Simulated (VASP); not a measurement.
# ZrCrSb3 (Pm-3m) in VASP: a series of runs, part 2 of 2

VASP 6.6.1.

## (3) Single point, PBE, collinear spin, ferromagnetic start

This run uses another cell than the first one, of 33.72 Å³/atom.

The input, INCAR:

```
ALGO     = Normal         # electronic algorithm
EDIFF    = 1E-6           # SCF threshold, eV
ENCUT    = 520            # plane-wave cutoff, eV
GGA      = PE             # functional
ISIF     = 2              # what is computed and relaxed
ISMEAR   = 0              # smearing method
ISPIN    = 2              # spin polarisation
LASPH    = True           # aspherical terms in the spheres
LCHARG   = False          # write CHGCAR
LMAXMIX  = 4              # l up to which the mixer works
LORBIT   = 11             # projections on sites
LREAL    = False          # projectors in reciprocal space
LWAVE    = False          # write WAVECAR
MAGMOM   = 0 4.83 0 0 0   # initial moments
NBANDS   = 32             # bands
NELM     = 150            # most SCF steps
PREC     = Accurate       # precision mode
SIGMA    = 0.1            # smearing width, eV
```

The input, KPOINTS:

```
k-points
0
Gamma
  4 4 4
```

The input, POSCAR:

```
ZrCrSb3
1.0
    5.5242611399      0.0000000000      0.0000000000
    0.0000000000      5.5242611399      0.0000000000
    0.0000000000      0.0000000000      5.5242611399
Zr Cr Sb
1 1 3
Direct
    0.5000000000      0.5000000000      0.5000000000
    0.0000000000      0.0000000000      0.0000000000
    0.0000000000      0.5000000000      0.5000000000
    0.5000000000      0.0000000000      0.5000000000
    0.5000000000      0.5000000000      0.0000000000
```

Potentials or basis: VASP PAW PBE potentials, release 64 (Zr_sv, Cr_pv, Sb).

On the command line:

```bash
$ cat potpaw_PBE.64/Zr_sv/POTCAR potpaw_PBE.64/Cr_pv/POTCAR potpaw_PBE.64/Sb/POTCAR > POTCAR
$ mpirun -np 1 vasp_std > vasp.out
```

OUTCAR:

```text
EDIFF = 1E-6
   ENCUT = 520
   GGA = PE
   ISIF = 2
   ISMEAR = 0
   ISPIN = 2
   LASPH = True
   LORBIT = 11
   LREAL = False
   NELM = 150
   PREC = Accurate

 ion  position               nearest neighbor table
   1  0.500  0.500  0.500-   3 2.76   4 2.76   5 2.76   5 2.76   4 2.76   3 2.76
   2  0.000  0.000  0.000-
   3  0.000  0.500  0.500-   1 2.76   1 2.76
   4  0.500  0.000  0.500-   1 2.76   1 2.76
   5  0.500  0.500  0.000-   1 2.76   1 2.76

  LATTYP: Found a simple cubic cell.
 ALAT       =     5.5242611399
[... 896 lines left out ...]
     0.000000000  5.524261140  0.000000000     0.000000000  0.181019683  0.000000000
     0.000000000  0.000000000  5.524261140     0.000000000  0.000000000  0.181019683

 POSITION                                       TOTAL-FORCE (eV/Angst)
 -----------------------------------------------------------------------------------
      2.76213      2.76213      2.76213         0.000000      0.000000      0.000000
      0.00000      0.00000      0.00000         0.000000      0.000000      0.000000
      0.00000      2.76213      2.76213         0.000000      0.000000      0.000000
      2.76213      0.00000      2.76213         0.000000      0.000000      0.000000
      2.76213      2.76213      0.00000         0.000000      0.000000      0.000000
 -----------------------------------------------------------------------------------
    total drift:                                0.000000     -0.000000     -0.000000

  FREE ENERGIE OF THE ION-ELECTRON SYSTEM (eV)
  ---------------------------------------------------
  free  energy   TOTEN  =       -27.4113160795 eV

  energy  without entropy=      -27.4018824226  energy(sigma->0) =      -27.40659925

 total charge

# of ion       s       p       d       tot
------------------------------------------
    1        2.184   6.003   1.752   9.939
    2        0.160   6.011   4.223  10.394
    3        1.200   1.199   0.021   2.420
    4        1.200   1.199   0.021   2.420
    5        1.200   1.199   0.021   2.420
--------------------------------------------------
tot          5.945  15.611   6.038  27.594

 magnetization (x)

# of ion       s       p       d       tot
------------------------------------------
    1        0.001   0.003   0.065   0.069
    2        0.103   0.015   4.168   4.287
    3        0.005  -0.023   0.002  -0.016
    4        0.005  -0.023   0.002  -0.016
    5        0.005  -0.023   0.002  -0.016
--------------------------------------------------
tot          0.120  -0.051   4.239   4.308
```

It took 90 s on 1 thread of Intel Xeon 6975P-C (Granite Rapids), shared host; peak memory 0.35 GiB.

What came out:

| Property | Result |
| --- | --- |
| Free energy | -27.4113 eV |
| Pressure | -0.1 GPa |
| Band gap on the k mesh | zero (filled and empty bands overlap) |
| Net moment | 5.04 μB per cell |
| Site moments | Zr +0.07; Cr +4.29; Sb -0.02 μB |
| Valence electrons inside the program's atomic spheres | Zr 9.94; Cr 10.39; Sb 2.42 |

Levels at points of the mesh, in eV from the Fermi level:
Spin up:
| k point | band 19 | band 20 | band 21 | band 22 | band 23 | band 24 |
| --- | --- | --- | --- | --- | --- | --- |
| (0.00, 0.00, 0.00) | -0.75 | 0.00 | 0.00 | 0.00 | 0.38 | 0.38 |
| (0.50, 0.00, 0.00) | -0.80 | -0.64 | -0.64 | 0.14 | 0.33 | 1.00 |
| (0.50, 0.50, 0.00) | -0.83 | -0.83 | -0.79 | -0.49 | -0.49 | 0.46 |
| (0.50, 0.50, 0.50) | -0.80 | -0.80 | -0.79 | -0.79 | 1.82 | 1.82 |
Spin down:
```csv
k point,band 12,band 13,band 14,band 15,band 16,band 17,band 18,band 19,band 20,band 21
"(0.00, 0.00, 0.00)",-2.78,-2.78,-0.06,-0.06,-0.06,0.30,0.30,0.30,0.78,1.11
"(0.50, 0.00, 0.00)",-2.19,-2.19,-1.98,-1.98,-1.89,-0.91,0.38,0.74,0.74,2.70
"(0.50, 0.50, 0.00)",-3.72,-2.48,-1.93,-1.93,-1.19,-1.17,-1.17,1.55,1.69,2.50
"(0.50, 0.50, 0.50)",-3.53,-3.53,-3.53,-2.46,-2.46,0.50,1.76,1.76,1.76,2.37
```

Caveat: spin-orbit coupling is left out, which moves the levels of the heavy elements; a cell with one magnetic atom can't hold antiferromagnetic order, which such compounds often take.

## (4) Relaxation of cell and atoms, PBE, collinear spin, ferromagnetic start

The input, INCAR:

```
PREC = Accurate
ENCUT = 600
EDIFF = 1E-6
ISMEAR = 0
SIGMA = 0.1
LREAL = F
LASPH = T
NELM = 150
ALGO = Normal
ISIF = 3
LWAVE = F
LCHARG = F
ISPIN = 2
MAGMOM = 0 4.83 0 0 0
LORBIT = 11
LMAXMIX = 4
GGA = PE
IBRION = 2
NSW = 90
EDIFFG = -0.04
```

The input, KPOINTS:

```
regular mesh
0
Gamma
  4 4 4
```

Edit POSCAR of step 3 so:

```diff
@@ -2,5 +2,5 @@
 1.0
-    5.5242611399      0.0000000000      0.0000000000
-    0.0000000000      5.5242611399      0.0000000000
-    0.0000000000      0.0000000000      5.5242611399
+    4.7289888308      0.0000000000      0.0000000000
+    0.0000000000      4.7289888308      0.0000000000
+    0.0000000000      0.0000000000      4.7289888308
 Zr Cr Sb
```

On the command line:

```bash
$ cat potpaw_PBE.64/Zr_sv/POTCAR potpaw_PBE.64/Cr_pv/POTCAR potpaw_PBE.64/Sb/POTCAR > POTCAR
$ mpirun -np 1 vasp_std > vasp.out
```

Wall time 14 min (1 thread of Intel Xeon 6975P-C (Granite Rapids), shared host); peak memory 0.33 GiB.

It converged, with:

```
Free energy                                           : -27.3942 eV
Relaxed volume                                        : 33.75 Å³/atom
Relaxed cell                                          : a = 5.526 Å, b = 5.526 Å, c = 5.526 Å, α = 90.00°, β = 90.00°, γ = 90.00°
Space group after relaxing (to 0.1 Å)                 : Pm-3m (No. 221)
Energy gained by relaxing                             : 1449.7 meV/atom
Ionic steps                                           : 7
Pressure after relaxing                               : -0.1 GPa
Band gap on the k mesh                                : zero (filled and empty bands overlap)
Net moment                                            : 5.04 μB per cell
Site moments                                          : Zr +0.07; Cr +4.29; Sb -0.02 μB
Valence electrons inside the program's atomic spheres : Zr 9.94; Cr 10.39; Sb 2.42
```

The path:
```
step  energy change (eV)  largest force (eV/Å)  pressure (GPa)  volume (Å³)
   1              0.0000                0.0000           53.41       105.76
   2             -0.2334                0.0000           -8.31       254.57
   3             -4.4173                0.0000            3.05       155.81
   4             -4.4726                0.0000           -1.71       171.57
   5             -7.2421                0.0000            0.79       165.45
   6             -7.2481                0.0000            0.23       167.32
   7             -7.2483                0.0000           -0.15       168.75
```

Final structure:
```
CELL_PARAMETERS angstrom
5.52604 0.00000 0.00000
0.00000 5.52604 0.00000
0.00000 0.00000 5.52604
ATOMIC_POSITIONS crystal
Zr 0.50000 0.50000 0.50000
Cr 0.00000 0.00000 0.00000
Sb 0.00000 0.50000 0.50000
Sb 0.50000 0.00000 0.50000
Sb 0.50000 0.50000 0.00000
```

Levels at points of the mesh, in eV from the Fermi level:
Spin up:
```csv
k point,band 18,band 19,band 20,band 21,band 22,band 23,band 24,band 25
"(0.00, 0.00, 0.00)",-0.90,-0.75,0.01,0.01,0.01,0.38,0.38,0.38
"(0.50, 0.00, 0.00)",-0.88,-0.80,-0.64,-0.64,0.14,0.34,1.00,1.00
"(0.50, 0.50, 0.00)",-1.19,-0.83,-0.83,-0.79,-0.49,-0.49,0.46,1.88
"(0.50, 0.50, 0.50)",-0.80,-0.80,-0.80,-0.79,-0.79,1.82,1.82,1.82
```
Spin down:
```tsv
k point	band 12	band 13	band 14	band 15	band 16	band 17	band 18	band 19	band 20	band 21
(0.00, 0.00, 0.00)	-2.78	-2.78	-0.06	-0.06	-0.06	0.30	0.30	0.30	0.77	1.11
(0.50, 0.00, 0.00)	-2.19	-2.19	-1.98	-1.98	-1.88	-0.91	0.39	0.74	0.74	2.70
(0.50, 0.50, 0.00)	-3.71	-2.48	-1.92	-1.92	-1.19	-1.17	-1.17	1.55	1.69	2.50
(0.50, 0.50, 0.50)	-3.53	-3.53	-3.53	-2.46	-2.46	0.50	1.76	1.76	1.76	2.37
```

Caveat: the volume moved by over 15 % at a fixed basis, so the end points are rough; spin-orbit coupling is left out, which moves the levels of the heavy elements; a cell with one magnetic atom can't hold antiferromagnetic order, which such compounds often take.

## (5) Summary

| task | cell | cutoff (eV) | gap on the mesh (eV) | pressure (GPa) | moment (μB) |
| --- | --- | --- | --- | --- | --- |
| single point | a = 4.729 Å, 5 atoms | 520 | none | 53.4 | 4.93 |
| single point | a = 5.524 Å, 5 atoms | 520 | none | -0.1 | 5.04 |
| relaxation of cell and atoms | relaxed from a = 4.729 Å, 5 atoms | 600 | none | -0.1 | 5.04 |

Alike in all rows: level PBE; potentials or basis VASP PAW PBE potentials, release 64 (Zr_sv, Cr_pv, Sb); spin collinear, ferromagnetic start; k mesh 4 × 4 × 4; smearing gaussian 0.1 eV.

Caveats: spin-orbit coupling is left out, which moves the levels of the heavy elements; a cell with one magnetic atom can't hold antiferromagnetic order, which such compounds often take; the cell stands under pressure (at least some runs); the volume moved by over 15 % at a fixed basis, so the end points are rough (at least some runs).

Absolute energies hang on the potentials; compare differences alone.
